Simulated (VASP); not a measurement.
# TiS2 (P-3m1) in VASP: notebook

Aim: see how the results for TiS2 move with the level of theory and the settings. Levels: PBE+D4, PBE+D3(BJ). Tasks: relaxation of cell and atoms.

Everything below comes from runs of VASP 6.6.1. Logs are shortened: lines on timing, memory, paths and dates and some standing lists are left out, and cuts for length are marked.

### Step 1. The cell of the first run

It takes space group P-3m1 (No. 164, trigonal). The conventional cell has a = 3.361 Å, b = 3.361 Å, c = 5.505 Å, α = 90.00°, β = 90.00°, γ = 120.00°. Within 3.2 Å of Ti (site symmetry -3m) lie 6 S at 2.41 Å. Within 3.2 Å of S (site symmetry 3m) lie 3 Ti at 2.41 Å.

### Step 2. Relaxation of cell and atoms, PBE+D4

INCAR

```
SYSTEM = TiS2
PREC = Accurate
ENCUT = 500
EDIFF = 1E-7
ISMEAR = -1
SIGMA = 0.02
LREAL = .FALSE.
LASPH = .TRUE.
NELM = 120
ALGO = Normal
ISIF = 3
LWAVE = .FALSE.
LCHARG = .FALSE.
GGA = PE
IVDW = 13
IBRION = 2
NSW = 80
EDIFFG = -0.005
GGA_COMPAT = .FALSE.
NELMIN = 4
```

KPOINTS

```
regular mesh
0
G
  12 12 4
  0 0 0
```

POSCAR

```
TiS2
1.0
    3.3609839469      0.0000000000      0.0000000000
   -1.6804919734      2.9106974797      0.0000000000
    0.0000000000      0.0000000000      5.5050853597
Ti S
1 2
Direct
    0.0000000000      0.0000000000      0.0000000000
    0.3333333333      0.6666666667      0.2593053560
    0.6666666667      0.3333333333      0.7406946440
```

Potentials or basis: VASP PAW PBE potentials, release 64 (Ti_sv, S).

Run with:

```console
cat potpaw_PBE.64/Ti_sv/POTCAR potpaw_PBE.64/S/POTCAR > POTCAR
mpirun -np 1 vasp_std > vasp.out
```

OUTCAR:

```text
SYSTEM = TiS2
   PREC = Accurate
   ENCUT = 500
   EDIFF = 1E-7
   ISMEAR = -1
   LREAL = .FALSE.
   LASPH = .TRUE.
   NELM = 120
   ISIF = 3
   GGA = PE
   IVDW = 13
   IBRION = 2
   NSW = 80
   EDIFFG = -0.005
   NELMIN = 4

 ion  position               nearest neighbor table
   1  0.000  0.000  0.000-   2 2.41   3 2.41   2 2.41   3 2.41   3 2.41   2 2.41
   2  0.333  0.667  0.259-   1 2.41   1 2.41   1 2.41
   3  0.667  0.333  0.741-   1 2.41   1 2.41   1 2.41

  LATTYP: Found a hexagonal cell.
 ALAT       =     3.3609839469
 C/A-ratio  =     1.6379386057

  Lattice vectors:

 A1 = (   3.3609839469,   0.0000000000,   0.0000000000)
 A2 = (  -1.6804919734,   2.9106974797,   0.0000000000)
 A3 = (   0.0000000000,   0.0000000000,   5.5050853597)

Analysis of symmetry for initial positions (statically):
=====================================================================
 Subroutine PRICEL returns:
 Original cell was already a primitive cell.

 Routine SETGRP: Setting up the symmetry group for a
 hexagonal supercell.

 Subroutine GETGRP returns: Found 12 space group operations
 (whereof 12 operations were pure point group operations)
 out of a pool of 24 trial point group operations.

The static configuration has the point symmetry D_3d.

Analysis of symmetry for dynamics (positions and initial velocities):
=====================================================================
 Subroutine PRICEL returns:
 Original cell was already a primitive cell.

 Routine SETGRP: Setting up the symmetry group for a
 hexagonal supercell.

 Subroutine GETGRP returns: Found 12 space group operations
 (whereof 12 operations were pure point group operations)
 out of a pool of 24 trial point group operations.

The dynamic configuration has the point symmetry D_3d.

 Subroutine INISYM returns: Found 12 space group operations
 (whereof 12 operations are pure point group operations),
 and found     1 'primitive' translations

----------------------------------------------------------------------------------------

                                     Primitive cell

  volume of cell :      53.8552

  direct lattice vectors                    reciprocal lattice vectors
     3.360983947  0.000000000  0.000000000     0.297531918  0.171780133  0.000000000
    -1.680491973  2.910697480  0.000000000     0.000000000  0.343560266  0.000000000
     0.000000000  0.000000000  5.505085360     0.000000000  0.000000000  0.181650226

  length of vectors
     3.360983947  3.360983947  5.505085360     0.343560266  0.343560266  0.181650226

  position of ions in fractional coordinates (direct lattice)
     0.000000000  0.000000000  0.000000000
     0.333333333  0.666666667  0.259305356
     0.666666667  0.333333333  0.740694644

  ion indices of the primitive-cell ions
   primitive index   ion index
                 1           1
                 2           2
                 3           3

----------------------------------------------------------------------------------------

 KPOINTS: regular mesh

Automatic generation of k-mesh.
 Grid dimensions read from file:
 generate k-points for:   12   12    4

 Generating k-lattice:

  Cartesian coordinates                     Fractional coordinates (reciprocal lattice)
     0.024794326  0.014315011  0.000000000     0.083333333 -0.000000000  0.000000000
     0.000000000  0.028630022  0.000000000     0.000000000  0.083333333  0.000000000
     0.000000000  0.000000000  0.045412557     0.000000000  0.000000000  0.250000000

  Length of vectors
     0.028630022  0.028630022  0.045412557

  Shift w.r.t. Gamma in fractional coordinates (k-lattice)
     0.000000000  0.000000000  0.000000000

 Subroutine IBZKPT returns following result:
 ===========================================

 Found     69 irreducible k-points:

 Following reciprocal coordinates:
            Coordinates               Weight
  0.000000  0.000000  0.000000      1.000000
  0.083333  0.000000  0.000000      6.000000
  0.166667  0.000000  0.000000      6.000000
  0.250000 -0.000000  0.000000      6.000000
  0.333333  0.000000  0.000000      6.000000
  0.416667  0.000000  0.000000      6.000000
[... 16 lines left out ...]
  0.166667  0.000000  0.250000      6.000000
  0.000000  0.166667  0.250000      6.000000
 [... further k-points ...]
   k-points           NKPTS =     69   k-points in BZ     NKDIM =     69   number of bands    NBANDS=     16
   number of dos      NEDOS =    301   number of ions     NIONS =      3
   total plane-waves  NPLWV =  31360
   dimension x,y,z NGX =    28 NGY =   28 NGZ =   40
   dimension x,y,z NGXF=    56 NGYF=   56 NGZF=   80
   ions per type =               1   2
   NGX,Y,Z   is equivalent  to a cutoff of  13.85, 13.85, 12.08 a.u.
   NGXF,Y,Z  is equivalent  to a cutoff of  27.70, 27.70, 24.16 a.u.
 SYSTEM =  TiS2
   PREC   = accura    normal or accurate (medium, high low for compatibility)
   ISTART =      0    job   : 0-new  1-cont  2-samecut
   ICHARG =      2    charge: 1-file 2-atom 10-const
   ISPIN  =      1    spin polarized calculation?
   LNONCOLLINEAR =      F non collinear calculations
   LSORBIT =      F    spin-orbit coupling
   LASPH  =      T    aspherical Exc in radial PAW
   ENCUT  =  500.0 eV  36.75 Ry    6.06 a.u.   6.13  6.13 10.04*2*pi/ulx,y,z
   NELM   =    120;   NELMIN=  4; NELMDL= -5     # of ELM steps
   EDIFF  = 0.1E-06   stopping-criterion for ELM
   LREAL  =      F    real-space projection
   EDIFFG = -.5E-02   stopping-criterion for IOM
   NSW    =     80    number of steps for IOM
   IBRION =      2    ionic relax: 0-MD 1-quasi-New 2-CG
   NFREE  =      1    steps in history (QN), initial steepest desc. (CG)
   ISIF   =      3    stress and relaxation
   ISYM   =      2    0-nonsym 1-usesym 2-fastsym
   POTIM  = 0.5000    time-step for ionic-motion
   TEBEG  =    0.0;   TEEND  =   0.0 temperature during run
   PSTRESS=    0.0 pullay stress
   NELECT =      24.0000    total number of electrons
   NUPDOWN=      -1.0000    fix difference up-down
   EMIN   =  10.00;   EMAX   =-10.00  energy-range for DOS
   EFERMI =   0.00;   METHOD = LEGACY
   ISMEAR =    -1;   SIGMA  =   0.02  broadening in eV -4-tet -1-fermi 0-gaus
   EFERMI_NEDOS =   21; number of points for ismear=-14 and -15
   IALGO  =     38    algorithm
   IMIX   =      4    mixing-type and parameters
     AMIX     =   0.40;   BMIX     =  1.00
     AMIX_MAG =   1.60;   BMIX_MAG =  1.00
  volume/ion in A,a.u.               =      17.95       121.14
  Fermi-wavevector in a.u.,A,eV,Ry     =   1.250459  2.363025 21.274712  1.563647
  Thomas-Fermi vector in A             =   2.384452
   LORBIT       =      0    0 simple, 1 ext, 2 COOP (PROOUT), +10 PAW based schemes
   GGA     = PE    functional components
   LHFCALC =     F    Hartree Fock is set to
   AEXX    =    0.0000 exact exchange contribution
   IVDW    =    13    specifies the selected vdW correction
   LEPSILON=     F    determine dielectric tensor
   LRPA    =     F    only Hartree local field effects (RPA)
 conjugate gradient relaxation of ions
 non-spin polarized calculation
  energy-cutoff  :      500.00
  volume of cell :       53.86
 maximum number of plane-waves:      1398
 NGX is ok and might be reduce to    28
   NGX = 13   NGY = 13   NGZ = 21

--------------------------------------- Ionic step        1  -------------------------------------------

 number of electron      24.0000002 magnetization

 Free energy of the ion-electron system (eV)
  ---------------------------------------------------
  ext. energy  EPLUGINS =         0.00000000
  ---------------------------------------------------
  free energy    TOTEN  =       -19.87359405 eV

  energy without entropy =      -19.87284935  energy(sigma->0) =      -19.87322170

------------------------ aborting loop because EDIFF is reached ----------------------------------------

  DFT-D4 for vdW energy calculation

  Edisp (eV):   -0.97282

  FORCE on cell =-STRESS in cart. coord.  units (eV):
  Direction    XX          YY          ZZ          XY          YZ          ZX
  --------------------------------------------------------------------------------------
  -------------------------------------------------------------------------------------
  Total       0.31553     0.31553     0.30335     0.00000     0.00000    -0.00000
  in kB       9.38696     9.38696     9.02472     0.00000     0.00000    -0.00000
  external pressure =        9.27 kB  Pullay stress =        0.00 kB
[... 100 lines left out ...]
  FREE ENERGIE OF THE ION-ELECTRON SYSTEM (eV)
  ---------------------------------------------------
  free  energy   TOTEN  =       -20.8479195286 eV

  energy  without entropy=      -20.8472061116  energy(sigma->0) =      -20.84756282

[... ionic steps 4 to 9 ...]

--------------------------------------- Ionic step       10  -------------------------------------------

 number of electron      23.9999992 magnetization

------------------------ aborting loop because EDIFF is reached ----------------------------------------

  DFT-D4 for vdW energy calculation

  Edisp (eV):   -0.94562
[... 71 lines left out ...]
  energy  without entropy=      -20.8500891777  energy(sigma->0) =      -20.85058278

--------------------------------------- Ionic step       12  -------------------------------------------

 number of electron      23.9999992 magnetization

 Free energy of the ion-electron system (eV)
  ---------------------------------------------------
  ext. energy  EPLUGINS =         0.00000000
  ---------------------------------------------------
  free energy    TOTEN  =       -19.90506130 eV

  energy without entropy =      -19.90407074  energy(sigma->0) =      -19.90456602

 E-fermi :   5.8502     XC(G=0): -10.2840

 val. band max:        5.8326242517   @ k =   0.4167   0.0000   0.5000
 cond. band min:       5.8505965263   @ k =   0.0833   0.0000   0.0000
 fundamental gap:      0.0179722746
 Fermi energy:         5.8502397749

 k-point     1 :       0.0000    0.0000    0.0000
  band No.  band energies     occupation
      1     -51.7538      2.00000
      2     -27.9859      2.00000
      3     -27.9354      2.00000
      4     -27.9354      2.00000
      5      -8.0810      2.00000
      6      -6.2973      2.00000
[... 8 lines left out ...]
     15       6.7218      0.00000
     16       9.3275      0.00000
[... 420 lines left out ...]
  band No.  band energies     occupation
      1     -51.7504      2.00000
      2     -27.9789      2.00000
      3     -27.9716      2.00000
      4     -27.9436      2.00000
      5      -7.5999      2.00000
      6      -6.4698      2.00000
[... 8 lines left out ...]
     15       7.6777      0.00000
     16       8.9593      0.00000

 [... further k-points ...]

------------------------ aborting loop because EDIFF is reached ----------------------------------------

  DFT-D4 for vdW energy calculation

  Edisp (eV):   -0.94610

  FORCE on cell =-STRESS in cart. coord.  units (eV):
  Direction    XX          YY          ZZ          XY          YZ          ZX
  --------------------------------------------------------------------------------------
  -------------------------------------------------------------------------------------
  Total       0.00287     0.00287     0.00118     0.00000     0.00000    -0.00000
  in kB       0.08295     0.08295     0.03401     0.00000     0.00000    -0.00000
  external pressure =        0.07 kB  Pullay stress =        0.00 kB
[... 18 lines left out ...]
  FREE ENERGIE OF THE ION-ELECTRON SYSTEM (eV)
  ---------------------------------------------------
  free  energy   TOTEN  =       -20.8511602381 eV

  energy  without entropy=      -20.8501696693  energy(sigma->0) =      -20.85066495

 reached required accuracy - stopping structural energy minimisation
```

It took 8.8 min on 1 thread of Intel Xeon Platinum 8259CL at 2.50GHz (Skylake/Cascade Lake), shared host; peak memory 0.22 GiB.

What came out:

* Free energy: -20.8512 eV
* Relaxed volume: 18.47 Å³/atom
* Relaxed cell: a = 3.375 Å, b = 3.375 Å, c = 5.617 Å, α = 90.00°, β = 90.00°, γ = 120.00°
* Space group after relaxing (to 0.05 Å): P-3m1 (No. 164)
* Energy gained by relaxing: 1.6 meV/atom
* Ionic steps: 12
* Pressure after relaxing: 0.0 GPa
* Band gap on the k mesh: zero (band 12 reaches 5.96 eV, above the bottom of band 13 at 5.73 eV)
* Dispersion energy per atom: -0.315 eV

Step by step:
```csv
step,energy change (eV),largest force (eV/Å),pressure (GPa),volume (Å³)
1,0.0000,0.0278,0.93,53.86
2,-0.0011,0.1749,-0.59,54.67
3,-0.0015,0.1227,-0.06,54.38
4,-0.0026,0.0790,-0.01,54.56
5,-0.0033,0.0390,0.10,55.05
6,-0.0035,0.0040,0.03,54.90
7,-0.0042,0.0000,0.00,55.07
8,-0.0047,0.0084,-0.06,55.37
9,-0.0047,0.0103,-0.07,55.42
10,-0.0047,0.0111,-0.08,55.45
11,-0.0047,0.0285,0.22,55.34
12,-0.0047,0.0002,0.01,55.42
```

Final structure:
```xyz
3
Lattice="3.3752 0.0000 0.0000 -1.6876 2.9230 0.0000 0.0000 0.0000 5.6175" Properties=species:S:1:pos:R:3 pbc="T T T"
Ti    0.0000    0.0000    0.0000
S     0.0000    1.9487    1.4244
S     1.6876    0.9743    4.1931
```

Levels at points of the mesh, in eV from the Fermi level:
```csv
k point,band 8,band 9,band 10,band 11,band 12,band 13,band 14,band 15,band 16
"(0.00, 0.00, 0.00)",-2.80,-2.80,0.02,0.11,0.11,0.50,0.50,0.87,3.48
"(0.50, 0.00, 0.00)",-3.80,-3.02,-2.80,-2.67,-1.62,0.18,1.59,2.02,3.74
"(0.00, 0.00, 0.50)",-2.74,-2.74,-2.60,-0.09,-0.09,0.48,0.48,1.53,3.83
"(0.50, 0.00, 0.50)",-4.66,-2.91,-2.88,-1.26,-1.22,-0.12,1.58,1.99,3.38
```

Caveat: pairwise dispersion overbinds metals, which lowers pressure and volume.

### Step 3. Relaxation of cell and atoms, PBE+D3(BJ)

This run uses another cell than the first one, of 26.45 Å³/atom, 1.474 times its volume.

INCAR

```
SYSTEM = TiS2
  PREC = Accurate
  ENCUT = 500
  EDIFF = 1E-7
  ISMEAR = -1
  SIGMA = 0.02
  LREAL = .FALSE.
  LASPH = .TRUE.
  NELM = 120
  ALGO = Normal
  ISIF = 3
  LWAVE = .FALSE.
  LCHARG = .FALSE.
  GGA = PE
  IVDW = 12
  IBRION = 2
  NSW = 80
  EDIFFG = -0.005
  GGA_COMPAT = .FALSE.
  NELMIN = 4
```

KPOINTS is that of step 2.

POSCAR

```
TiS2
1.0
    3.8841941600      0.0000000000      0.0000000000
   -1.9420970800      3.3638108158      0.0000000000
    0.0000000000      0.0000000000      6.0740915920
Ti S
1 2
Direct
    0.0000000000      0.0000000000      0.0000000000
    0.3333333333      0.6666666667      0.2598406317
    0.6666666667      0.3333333333      0.7401593683
```

Potentials or basis: VASP PAW PBE potentials, release 64 (Ti_sv, S).

Run with:

```console
cat potpaw_PBE.64/Ti_sv/POTCAR potpaw_PBE.64/S/POTCAR > POTCAR
mpirun -np 1 vasp_std > vasp.out
```

It took 19 min on 1 thread of Intel Xeon Platinum 8259CL at 2.50GHz (Skylake/Cascade Lake), shared host; peak memory 0.27 GiB.

The run converged. Its results:

| Property | Result |
| --- | --- |
| Free energy | -21.1119 eV |
| Relaxed volume | 17.95 Å³/atom |
| Relaxed cell | a = 3.359 Å, b = 3.359 Å, c = 5.511 Å, α = 90.00°, β = 90.00°, γ = 120.00° |
| Space group after relaxing (to 0.05 Å) | P-3m1 (No. 164) |
| Energy gained by relaxing | 700.4 meV/atom |
| Ionic steps | 21 |
| Pressure after relaxing | 0.0 GPa |
| Largest force after relaxing | 0.003 eV/Å |
| Band gap on the k mesh | zero (band 12 reaches 6.35 eV, above the bottom of band 13 at 6.04 eV) |
| Dispersion energy per atom | -0.411 eV |

Forces on the atoms (eV/Å):
```
Ti   0.000  0.000  0.000
S    0.000  0.000  0.003
S    0.000  0.000 -0.003
```

Step by step:
| step | energy change (eV) | largest force (eV/Å) | pressure (GPa) | volume (Å³) |
| --- | --- | --- | --- | --- |
| 1 | 0.0000 | 2.3654 | -18.52 | 79.36 |
| 2 | -1.5352 | 2.9675 | 21.06 | 49.15 |
| 3 | -2.0453 | 0.4160 | -1.09 | 56.79 |
| 4 | -2.0461 | 0.5183 | -0.28 | 56.39 |
| 5 | -2.0867 | 0.2815 | -0.12 | 55.58 |
| 6 | -2.0972 | 0.0880 | -0.01 | 54.94 |
| 7 | -2.0973 | 0.0720 | 0.00 | 54.89 |
| 8 | -2.0981 | 0.0359 | -0.26 | 54.88 |
| 9 | -2.0987 | 0.0602 | -0.93 | 54.85 |
| 10 | -2.0988 | 0.0603 | -0.92 | 54.82 |
| 11 | -2.0992 | 0.0608 | -0.90 | 54.72 |
| 12 | -2.0999 | 0.0625 | -0.84 | 54.54 |
| 13 | -2.1005 | 0.0682 | -0.70 | 54.16 |
| 14 | -2.1010 | 0.0376 | -0.46 | 54.07 |
| 15 | -2.1013 | 0.0175 | -0.02 | 53.92 |
| 16 | -2.1013 | 0.0157 | -0.03 | 53.92 |
| 17 | -2.1013 | 0.0138 | -0.04 | 53.91 |
| 18 | -2.1013 | 0.0077 | -0.03 | 53.90 |
| 19 | -2.1013 | 0.0042 | -0.03 | 53.86 |
| 20 | -2.1013 | 0.0010 | -0.03 | 53.87 |
| 21 | -2.1013 | 0.0032 | -0.01 | 53.86 |

Final structure:
```yaml
crystal:
  lattice:
    - [3.35925, 0.00000, 0.00000]
    - [-1.67963, 2.90920, 0.00000]
    - [0.00000, 0.00000, 5.51125]
  atoms:
    - { symbol: Ti, position: [0.00000, 0.00000, 0.00000] }
    - { symbol: S, position: [0.33333, 0.66667, 0.25920] }
    - { symbol: S, position: [0.66667, 0.33333, 0.74080] }
```

Levels at points of the mesh, in eV from the Fermi level:
| k point | band 10 | band 11 | band 12 | band 13 | band 14 | band 15 |
| --- | --- | --- | --- | --- | --- | --- |
| (0.00, 0.00, 0.00) | 0.13 | 0.13 | 0.15 | 0.52 | 0.52 | 0.85 |
| (0.50, 0.00, 0.00) | -2.95 | -2.67 | -1.68 | 0.16 | 1.63 | 2.08 |
| (0.00, 0.00, 0.50) | -2.74 | -0.13 | -0.13 | 0.49 | 0.49 | 1.56 |
| (0.50, 0.00, 0.50) | -2.93 | -1.20 | -1.19 | -0.16 | 1.62 | 2.04 |

Caveat: the volume moved by over 15 % at a fixed basis, so the end points are rough.
